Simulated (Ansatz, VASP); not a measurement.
## One calculation of SnSe4, two programs

```
CELL_PARAMETERS angstrom
5.56912 0.00000 0.00000
0.00000 5.56912 0.00000
0.00000 0.00000 5.56912
ATOMIC_POSITIONS crystal
Sn 0.50000 0.50000 0.50000
Se 0.81122 0.81122 0.81122
Se 0.18878 0.18878 0.81122
Se 0.18878 0.81122 0.18878
Se 0.81122 0.18878 0.18878
```

Alike in both runs: task single point; functional PBE; k mesh 4 × 4 × 4; occupations gaussian, width 0.1 eV; no spin polarisation.

|  | VASP | Ansatz |
| --- | --- | --- |
| version | VASP 6.6.1 | Ansatz 0.2.0 |
| potentials or method | VASP PAW PBE potentials, release 64 (Sn_d, Se), cutoff 520 eV | scalar-relativistic, plane waves, PAW |
| valence electrons in the cell | 38 | 78 |

Ansatz gave:

| Property | Result |
| --- | --- |
| gap on the k mesh at the Fermi level (eV) | none |
| pressure (GPa) | -6.0 |
| rms of the force components (eV/Å) | 0.111 |

Q: Which values does VASP return?

A: gap on the k mesh at the Fermi level (eV): none; pressure (GPa): -6.0; rms of the force components (eV/Å): 0.109.

Atom by atom the forces differ by 0.002 eV/Å (rms over components). A gap of «none» marks a metal or a gap that the smearing closes. With one functional, cell and mesh, what is left measures potentials, basis and numerics. VASP's potentials hold 38 valence electrons a cell and Ansatz's 78, so a difference there can come from the potentials and not from the codes.
